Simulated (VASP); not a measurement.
# Al128C (a cell with a defect) in VASP: single point with PBE

Aim: the single point of Al128C (a cell with a defect) with PBE.

Program: VASP 6.6.1. These are calculated values, not measurements. Logs are shortened: lines on timing, memory, paths and dates and some standing lists are left out, and cuts for length are marked.

## (1) The cell of the first run

The cell holds a defect, 129 atoms: a = 13.991 Å, b = 13.991 Å, c = 13.991 Å, α = 109.47°, β = 109.47°, γ = 109.47°.

## (2) Single point, PBE

INCAR reads:

```
  PREC = Accurate
  ENCUT = 520
  EDIFF = 1E-6
  ISMEAR = 1
  SIGMA = 0.1
  LREAL = Auto
  LASPH = True
  NELM = 80
  ALGO = Normal
  ISIF = 2
  LWAVE = False
  LCHARG = True
  GGA = PE
  LELF = True
  LVHAR = True
  NBANDS = 264
  LUSENCCL = False
```

KPOINTS reads:

```
regular mesh
0
Gamma
  2 2 2
```

POSCAR reads:

```
Al128C
1.0
   -8.0778592000      8.0778592000      8.0778592000
    8.0778592000     -8.0778592000      8.0778592000
    8.0778592000      8.0778592000     -8.0778592000
Al C
128 1
Direct
    0.0000984686     -0.0002706466     -0.0003598059
   -0.0002537988      0.1247232302      0.3748386154
   -0.0001377103      0.2497432391      0.2498499263
    0.0010951424      0.3746655608      0.1261072927
    0.1248252439     -0.0002272002      0.3749473869
    0.1224757814      0.1223890252      0.2474703253
[... 121 lines left out ...]
    0.8744054541      0.8738977041      0.7490774290
    0.3747576981      0.3748544245      0.5000335888
```

Potentials or basis: VASP PAW PBE potentials, release 64 (Al, C).

Launch:

```
$ cat potpaw_PBE.64/Al/POTCAR potpaw_PBE.64/C/POTCAR > POTCAR
$ mpirun -np 1 vasp_std > vasp.out
```

OUTCAR:

```text
PREC = Accurate
   ENCUT = 520
   EDIFF = 1E-6
   ISMEAR = 1
   LREAL = Auto
   LASPH = True
   NELM = 80
   ISIF = 2
   GGA = PE

 ion  position               nearest neighbor table
   1  0.000  1.000  1.000-   6 2.83  18 2.85  21 2.85 127 2.86  10 2.86 124 2.86   7 2.86  40 2.86
                            78 2.86  36 2.86 128 2.86  77 2.86
   2  1.000  0.125  0.375-  27 2.82  17 2.84 112 2.85  94 2.85  24 2.86   3 2.86   5 2.86  23 2.86
                            79 2.86   6 2.86  73 2.86  77 2.86
   3  1.000  0.250  0.250-  12 2.82   4 2.84  80 2.85  78 2.85  24 2.86   6 2.86   2 2.86   7 2.86
                            37 2.86  79 2.86  77 2.86  74 2.86
   4  0.001  0.375  0.126-   3 2.84  37 2.84   7 2.84  41 2.84  80 2.85   8 2.85  38 2.85  78 2.85
                           109 2.86  75 2.86  95 2.86  33 2.86
   5  0.125  1.000  0.375-  27 2.82  17 2.84  56 2.85 112 2.85   9 2.86  26 2.86   2 2.86  30 2.86
                             6 2.86  44 2.86  36 2.86  35 2.86
   6  0.122  0.122  0.247-   1 2.83  77 2.83  36 2.83   7 2.86   9 2.86   3 2.86  10 2.86   5 2.86
                             2 2.86  12 2.88  27 2.88  15 2.88
   7  0.125  0.250  0.125-  12 2.82   4 2.84  78 2.85   8 2.85   6 2.86  41 2.86   3 2.86  11 2.86
                             1 2.86  10 2.86  16 2.86  18 2.86
   8  0.125  0.375  0.001-  41 2.85   4 2.85   7 2.85  33 2.85  95 2.85  11 2.86  45 2.86  18 2.86
                            42 2.86  28 2.86  19 2.86  53 2.86
   9  0.250  1.000  0.250-  15 2.82  13 2.84  48 2.85  40 2.85  10 2.85  66 2.86   6 2.86  44 2.86
                             5 2.86  36 2.86  30 2.86  39 2.86
  10  0.250  0.125  0.125-  15 2.82  13 2.84  40 2.85  14 2.85  67 2.85   9 2.85   1 2.86   6 2.86
                            16 2.86   7 2.86  11 2.86  21 2.86
  11  0.250  0.249  1.000-  16 2.83  21 2.85  18 2.85  31 2.85  28 2.86   7 2.86  10 2.86   8 2.86
                            14 2.86  22 2.86  68 2.86  45 2.86
[... 216 lines left out ...]
 120  0.625  0.874  0.500-  98 2.85 123 2.85 119 2.85 108 2.86 116 2.86  47 2.86  93 2.86  99 2.86
                            89 2.86  81 2.86  90 2.86  69 2.86
 121  0.750  0.500  0.750-  84 2.82  92 2.84 110 2.85  96 2.85 118 2.85  87 2.86  88 2.86 117 2.86
                           122 2.86 125 2.86 127 2.86  50 2.86
 122  0.750  0.625  0.625- 113 2.82 123 2.84 128 2.85 126 2.85 118 2.85 125 2.85 119 2.86  88 2.86
                           127 2.86 101 2.86 121 2.86  51 2.86
 123  0.749  0.749  0.500- 119 2.84 101 2.84  98 2.84 122 2.84 126 2.85 102 2.85 128 2.85 120 2.85
                            93 2.86 111 2.86 108 2.86  52 2.86
 124  0.750  0.875  0.875- 118 2.83  89 2.85  85 2.85 128 2.86  77 2.86 115 2.86   1 2.86 119 2.86
                           104 2.86 127 2.86  78 2.86 107 2.86
 125  0.875  0.500  0.625-  88 2.84  50 2.85  51 2.85  20 2.85  49 2.85 122 2.85 121 2.86 126 2.86
                            96 2.86  54 2.86  91 2.86  76 2.86
 126  0.874  0.625  0.500- 123 2.85 122 2.85 101 2.85  52 2.85  76 2.86 111 2.86 125 2.86  51 2.86
                           105 2.86  49 2.86  34 2.86  55 2.86
 127  0.876  0.750  0.875- 118 2.83  50 2.85  51 2.85  36 2.85 122 2.86   1 2.86 128 2.86 110 2.86
                           121 2.86  40 2.86 124 2.86 107 2.86
 128  0.874  0.874  0.749- 122 2.85 123 2.85 119 2.85  52 2.85 124 2.86 127 2.86  93 2.86  51 2.86
                            89 2.86  18 2.86   1 2.86  21 2.86
 129  0.375  0.375  0.500-  61 2.07  15 2.07  27 2.07  12 2.07 113 2.07  84 2.07

  LATTYP: Found a body centered cubic cell.
 ALAT       =    16.1557184000

  Lattice vectors:

 A1 = (  -8.0778592000,   8.0778592000,   8.0778592000)
 A2 = (   8.0778592000,  -8.0778592000,   8.0778592000)
 A3 = (   8.0778592000,   8.0778592000,  -8.0778592000)

Analysis of symmetry for initial positions (statically):
=====================================================================
 Subroutine PRICEL returns:
 Original cell was already a primitive cell.

 Routine SETGRP: Setting up the symmetry group for a
 body centered cubic supercell.

 Subroutine GETGRP returns: Found  1 space group operations
 (whereof  1 operations were pure point group operations)
 out of a pool of 48 trial point group operations.

The static configuration has the point symmetry C_1 .

Analysis of symmetry for dynamics (positions and initial velocities):
=====================================================================
 Subroutine PRICEL returns:
 Original cell was already a primitive cell.

 Routine SETGRP: Setting up the symmetry group for a
 body centered cubic supercell.

 Subroutine GETGRP returns: Found  1 space group operations
 (whereof  1 operations were pure point group operations)
 out of a pool of 48 trial point group operations.

The dynamic configuration has the point symmetry C_1 .

 Subroutine INISYM returns: Found  1 space group operations
 (whereof  1 operations are pure point group operations),
 and found     1 'primitive' translations

----------------------------------------------------------------------------------------

                                     Primitive cell

  volume of cell :    2108.3797

  direct lattice vectors                    reciprocal lattice vectors
    -8.077859200  8.077859200  8.077859200     0.000000000  0.061897588  0.061897588
     8.077859200 -8.077859200  8.077859200     0.061897588  0.000000000  0.061897588
     8.077859200  8.077859200 -8.077859200     0.061897588  0.061897588  0.000000000

  length of vectors
    13.991262551 13.991262551 13.991262551     0.087536408  0.087536408  0.087536408

  position of ions in fractional coordinates (direct lattice)
     0.000098469  0.999729353  0.999640194
     0.999746201  0.124723230  0.374838615
     0.999862290  0.249743239  0.249849926
     0.001095142  0.374665561  0.126107293
     0.124825244  0.999772800  0.374947387
     0.122475781  0.122389025  0.247470325
[... 87 lines left out ...]
     0.875551060  0.124741582  0.499834869
     0.874932295  0.250426936  0.875642101
   k-points           NKPTS =      8   k-points in BZ     NKDIM =      8   number of bands    NBANDS=    264
   number of dos      NEDOS =    301   number of ions     NIONS =    129
   total plane-waves  NPLWV = ******
   dimension x,y,z NGX =   108 NGY =  108 NGZ =  108
   dimension x,y,z NGXF=   216 NGYF=  216 NGZF=  216
   ions per type =             128   1
   NGX,Y,Z   is equivalent  to a cutoff of  12.83, 12.83, 12.83 a.u.
   NGXF,Y,Z  is equivalent  to a cutoff of  25.67, 25.67, 25.67 a.u.
 SYSTEM =  unknown system
   PREC   = accura    normal or accurate (medium, high low for compatibility)
   ISTART =      0    job   : 0-new  1-cont  2-samecut
   ICHARG =      2    charge: 1-file 2-atom 10-const
   ISPIN  =      1    spin polarized calculation?
   LNONCOLLINEAR =      F non collinear calculations
   LSORBIT =      F    spin-orbit coupling
   LASPH  =      T    aspherical Exc in radial PAW
   ENCUT  =  520.0 eV  38.22 Ry    6.18 a.u.  26.01 26.01 26.01*2*pi/ulx,y,z
   NELM   =     80;   NELMIN=  2; NELMDL= -5     # of ELM steps
   EDIFF  = 0.1E-05   stopping-criterion for ELM
   LREAL  =      T    real-space projection
   EDIFFG = 0.1E-04   stopping-criterion for IOM
   NSW    =      0    number of steps for IOM
   IBRION =     -1    ionic relax: 0-MD 1-quasi-New 2-CG
   NFREE  =      0    steps in history (QN), initial steepest desc. (CG)
   ISIF   =      2    stress and relaxation
   ISYM   =      2    0-nonsym 1-usesym 2-fastsym
   POTIM  = 0.5000    time-step for ionic-motion
   TEBEG  =    0.0;   TEEND  =   0.0 temperature during run
   PSTRESS=    0.0 pullay stress
   NELECT =     388.0000    total number of electrons
   NUPDOWN=      -1.0000    fix difference up-down
   EMIN   =  10.00;   EMAX   =-10.00  energy-range for DOS
   EFERMI =   0.00;   METHOD = LEGACY
   ISMEAR =     1;   SIGMA  =   0.10  broadening in eV -4-tet -1-fermi 0-gaus
   EFERMI_NEDOS =   21; number of points for ismear=-14 and -15
   IALGO  =     38    algorithm
   IMIX   =      4    mixing-type and parameters
     AMIX     =   0.40;   BMIX     =  1.00
     AMIX_MAG =   1.60;   BMIX_MAG =  1.00
  volume/ion in A,a.u.               =      16.34       110.29
  Fermi-wavevector in a.u.,A,eV,Ry     =   0.931185  1.759684 11.797677  0.867105
  Thomas-Fermi vector in A             =   2.057651
   LORBIT       =      0    0 simple, 1 ext, 2 COOP (PROOUT), +10 PAW based schemes
   GGA     = PE    functional components
   LHFCALC =     F    Hartree Fock is set to
   AEXX    =    0.0000 exact exchange contribution
   IVDW    =     0    specifies the selected vdW correction
   LEPSILON=     F    determine dielectric tensor
   LRPA    =     F    only Hartree local field effects (RPA)
 non-spin polarized calculation
 Methfessel and Paxton  Order N= 1 SIGMA  =   0.10
  energy-cutoff  :      520.00
  volume of cell :     2108.38
 maximum number of plane-waves:     56898
 NGX is ok and might be reduce to   108
   NGX = 53   NGY = 53   NGZ = 53

 number of electron     388.0000006 magnetization

 Free energy of the ion-electron system (eV)
  ---------------------------------------------------
  ext. energy  EPLUGINS =         0.00000000
  ---------------------------------------------------
  free energy    TOTEN  =      -489.63131281 eV

  energy without entropy =     -489.62277079  energy(sigma->0) =     -489.62846547

 E-fermi :   8.1268     XC(G=0): -10.2192

 val. band max:        8.0813683671   @ k =   0.0000   0.0000   0.5000
 cond. band min:       8.1702722533   @ k =   0.0000   0.0000   0.0000
 fundamental gap:      0.0889038862
 Fermi energy:         8.1267570158

 k-point     1 :       0.0000    0.0000    0.0000
  band No.  band energies     occupation
      1      -4.9575      2.00000
      2      -3.0309      2.00000
      3      -2.0153      2.00000
      4      -2.0148      2.00000
      5      -2.0143      2.00000
      6      -1.9758      2.00000
[... 1661 lines left out ...]
    205       7.7219      2.00000
    206       7.7224      2.00000
 [bands above 206 left out]

------------------------ aborting loop because EDIFF is reached ----------------------------------------

  FORCE on cell =-STRESS in cart. coord.  units (eV):
  Direction    XX          YY          ZZ          XY          YZ          ZX
  --------------------------------------------------------------------------------------
  -------------------------------------------------------------------------------------
  Total        8.9816085      8.9488123      8.8999287      0.0229244      0.0006008     -0.0034780
  in kB        6.8252077      6.8002856      6.7631385      0.0174205      0.0004566     -0.0026430
  external PRESSURE =       6.7962106 kB  Pullay stress =       0.0000000 kB

 VOLUME and BASIS-vectors are now :
 -----------------------------------------------------------------------------
  energy-cutoff  :      520.00
  volume of cell :     2108.38
      direct lattice vectors                 reciprocal lattice vectors
    -8.077859200  8.077859200  8.077859200     0.000000000  0.061897588  0.061897588
     8.077859200 -8.077859200  8.077859200     0.061897588  0.000000000  0.061897588
     8.077859200  8.077859200 -8.077859200     0.061897588  0.061897588  0.000000000

 POSITION                                       TOTAL-FORCE (eV/Angst)
 -----------------------------------------------------------------------------------
     16.14983      0.00008      0.00152        -0.006455     -0.007305      0.002014
     -4.04042     10.09621      6.05541        -0.001729     -0.004007     -0.005895
     -4.04110      8.07761      8.07588        -0.000428     -0.006887     -0.004474
      4.03633     -1.99897      2.01667        -0.001532      0.009312      0.002224
     10.09648     -4.03893      6.05557        -0.008646     -0.000471     -0.006143
      1.99833      1.99973     -0.02105         0.006165      0.008738      0.003771
[... 121 lines left out ...]
      6.04684      6.05504      8.07160         0.002205     -0.004966      0.001992
      4.03998      4.03842      2.01606        -0.002618      0.002081     -0.006250
 -----------------------------------------------------------------------------------
    total drift:                               -0.016058     -0.006783     -0.025858

  FREE ENERGIE OF THE ION-ELECTRON SYSTEM (eV)
  ---------------------------------------------------
  free  energy   TOTEN  =      -489.6313128139 eV

  energy  without entropy=     -489.6227707902  energy(sigma->0) =     -489.62846547
```

Run time: 9.8 min. Hardware: 1 × NVIDIA H100 80GB with 1 thread of AMD EPYC 7R13 (Zen 3), shared host; peak memory 4.2 GiB.

Results:

* Free energy: -489.6313 eV
* Pressure: 0.7 GPa
* Largest force: 0.019 eV/Å

Forces on the atoms (eV/Å):
```
Al  -0.006 -0.007  0.002
Al  -0.002 -0.004 -0.006
Al   0.000 -0.007 -0.004
Al  -0.002  0.009  0.002
Al  -0.009  0.000 -0.006
Al   0.006  0.009  0.004
Al  -0.004 -0.008  0.002
Al   0.000  0.004  0.002
Al  -0.010  0.000  0.000
Al  -0.007 -0.004  0.001
Al  -0.005 -0.004 -0.005
Al   0.004  0.018  0.001
Al   0.010  0.000  0.002
Al   0.000 -0.002  0.000
Al   0.011  0.002  0.001
Al   0.004  0.001 -0.006
Al   0.001  0.001  0.016
Al   0.004  0.002  0.001
Al  -0.002  0.001  0.006
Al   0.003  0.002 -0.004
Al   0.001 -0.001 -0.002
Al   0.000 -0.003  0.000
Al   0.003 -0.001 -0.006
Al  -0.006  0.007  0.006
Al  -0.002 -0.003  0.003
Al   0.001  0.004 -0.005
Al   0.002  0.003  0.017
Al   0.003 -0.004 -0.004
Al   0.004  0.000  0.002
Al   0.002 -0.008  0.008
Al  -0.004  0.000 -0.003
Al  -0.003 -0.009  0.006
Al   0.004  0.003  0.001
Al   0.000  0.004 -0.001
Al   0.000  0.002  0.005
Al   0.001  0.005 -0.005
Al  -0.003 -0.006 -0.002
Al   0.001  0.001  0.002
Al   0.004  0.002 -0.002
Al   0.000 -0.001 -0.001
Al  -0.003 -0.005  0.002
Al   0.001  0.003 -0.001
Al   0.004  0.000  0.001
Al  -0.001 -0.003 -0.004
Al   0.005 -0.002  0.001
Al   0.000 -0.002 -0.002
Al  -0.003 -0.004  0.003
Al  -0.002  0.000 -0.002
Al   0.004 -0.003 -0.001
Al   0.002 -0.005 -0.004
Al   0.000 -0.001 -0.003
Al   0.000  0.000 -0.003
Al  -0.007 -0.002  0.000
Al   0.001  0.000 -0.001
Al  -0.005 -0.004 -0.001
Al  -0.003  0.002 -0.001
Al   0.007 -0.003 -0.005
Al   0.006  0.001  0.002
Al   0.004 -0.007 -0.001
Al   0.004 -0.002 -0.001
Al  -0.012 -0.002 -0.002
Al  -0.002  0.008 -0.007
Al  -0.004  0.001 -0.002
Al   0.001 -0.003  0.002
Al   0.003 -0.002 -0.001
Al  -0.009  0.000  0.002
Al  -0.003  0.001  0.001
Al  -0.005  0.007  0.005
Al  -0.002  0.004 -0.001
Al   0.002 -0.001  0.000
Al  -0.001  0.002  0.003
Al   0.001  0.001  0.002
Al  -0.002  0.004  0.006
Al   0.001  0.004  0.003
Al   0.003  0.003  0.003
Al  -0.004 -0.004  0.003
Al   0.004  0.003 -0.003
Al   0.002 -0.002  0.000
Al  -0.002  0.002 -0.003
Al  -0.001 -0.001  0.000
Al  -0.006  0.008  0.003
Al   0.000 -0.005  0.003
Al  -0.002  0.007  0.000
Al   0.001 -0.019 -0.001
Al   0.001 -0.002  0.005
Al   0.001 -0.003  0.003
Al  -0.006  0.006  0.002
Al   0.002 -0.002 -0.003
Al   0.002 -0.001 -0.001
Al  -0.002 -0.002  0.001
Al  -0.006  0.006 -0.005
Al   0.002 -0.010  0.003
Al   0.001 -0.001 -0.002
Al   0.001  0.002  0.000
Al  -0.002  0.001 -0.004
Al  -0.002 -0.002  0.001
Al   0.005  0.009  0.000
Al  -0.002  0.002  0.004
Al  -0.002  0.001 -0.004
Al   0.002 -0.001 -0.004
Al  -0.006  0.001  0.007
Al  -0.001  0.005 -0.002
Al  -0.006  0.001  0.001
Al  -0.002 -0.002 -0.002
Al  -0.004 -0.001 -0.002
Al   0.000  0.000 -0.001
Al   0.004  0.007 -0.003
Al   0.003  0.001 -0.002
Al   0.003 -0.001  0.000
Al   0.005 -0.001  0.003
Al  -0.002  0.004 -0.005
Al  -0.003  0.001  0.002
Al  -0.002 -0.002 -0.018
Al   0.011 -0.003 -0.001
Al   0.008 -0.001  0.000
Al   0.007  0.001  0.005
Al   0.000  0.002  0.003
Al  -0.004 -0.006 -0.009
Al   0.006  0.000  0.006
Al   0.001  0.002  0.004
Al  -0.002  0.008  0.003
Al  -0.002 -0.002  0.008
Al   0.002  0.000 -0.013
Al   0.009 -0.001  0.005
Al   0.002  0.002  0.000
Al  -0.003 -0.002  0.002
Al  -0.001  0.003  0.001
Al   0.002 -0.005  0.002
C   -0.003  0.002 -0.006
```

Levels at points of the mesh, in eV from the Fermi level:
| k point | band 188 | band 189 | band 190 | band 191 | band 192 | band 193 | band 194 | band 195 | band 196 | band 197 |
| --- | --- | --- | --- | --- | --- | --- | --- | --- | --- | --- |
| (0.00, 0.00, 0.00) | -0.47 | -0.47 | -0.16 | 0.04 | 0.04 | 0.04 | 0.07 | 0.07 | 0.08 | 0.08 |
| (0.50, 0.00, 0.00) | -0.23 | -0.16 | -0.05 | -0.05 | -0.05 | 0.15 | 0.22 | 0.22 | 0.24 | 0.32 |
| (0.00, 0.50, 0.00) | -0.23 | -0.16 | -0.05 | -0.05 | -0.05 | 0.15 | 0.22 | 0.22 | 0.23 | 0.32 |
| (0.00, 0.00, 0.50) | -0.23 | -0.16 | -0.05 | -0.05 | -0.05 | 0.15 | 0.22 | 0.22 | 0.23 | 0.32 |
| (0.50, 0.00, 0.50) | -0.23 | -0.16 | -0.05 | -0.05 | -0.05 | 0.15 | 0.22 | 0.22 | 0.23 | 0.32 |
| (0.50, 0.50, 0.00) | -0.23 | -0.16 | -0.05 | -0.05 | -0.05 | 0.15 | 0.22 | 0.22 | 0.23 | 0.32 |
| (0.00, 0.50, 0.50) | -0.23 | -0.16 | -0.05 | -0.05 | -0.05 | 0.15 | 0.22 | 0.22 | 0.24 | 0.32 |
| (0.50, 0.50, 0.50) | -0.83 | -0.63 | -0.63 | -0.63 | -0.43 | -0.42 | -0.42 | -0.42 | -0.42 | -0.42 |

Caveat: the bands computed are all filled at some k points, so no gap is given.
